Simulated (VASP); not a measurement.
Here is a VASP 6.6.1 calculation.

Contents of INCAR:

```
SYSTEM = Ba2BiSb2
PREC     = Accurate       ! precision mode
ENCUT    = 520            ! plane-wave cutoff, eV
EDIFF    = 1E-6           ! SCF threshold, eV
ISMEAR   = 0              ! smearing method
SIGMA    = 0.1            ! smearing width, eV
LREAL    = .False.        ! projectors in reciprocal space
LASPH    = .True.         ! aspherical terms in the spheres
NELM     = 80             ! most SCF steps
ALGO     = Fast           ! electronic algorithm
ISIF     = 2              ! what is computed and relaxed
LWAVE    = .False.        ! write WAVECAR
LCHARG   = .False.        ! write CHGCAR
GGA      = PS             ! functional
NBANDS   = 30             ! bands
```

File KPOINTS:

```
regular mesh
0
Gamma
  10 10 10
  0 0 0
```

POSCAR

```
Ba2BiSb2
1.0
   -2.3315499295      3.6742319742      4.8679271035
    2.3315499295     -3.6742319742      4.8679271035
    2.3315499295      3.6742319742     -4.8679271035
Ba Sb Bi
2 2 1
Direct
    0.7189898601      0.2189898601      0.5000000000
    0.2810101399      0.7810101399      0.5000000000
    0.7035459654      0.5000000000      0.2035459654
    0.2964540346      0.5000000000      0.7964540346
    0.0000000000      0.0000000000      0.0000000000
```

Potentials or basis: VASP PAW PBE potentials, release 64 (Ba_sv, Sb, Bi_d).

The run is started by

```console
$ cat potpaw_PBE.64/Ba_sv/POTCAR potpaw_PBE.64/Sb/POTCAR potpaw_PBE.64/Bi_d/POTCAR > POTCAR
$ mpirun -np 1 vasp_std > vasp.out
```

(1) Estimate the largest force.

(2) Predict the band gap on the k mesh.

(3) Estimate the pressure.

Answers

(1) 0.014 eV/Å.

(2) zero (an odd number of electrons rules out a gap without spin polarisation).

(3) 3.2 GPa.

Caveat: the cell stands under pressure; the PAW data sets were made with another functional, which shifts forces and pressure a little; spin-orbit coupling is left out, which moves the levels of the heavy elements.
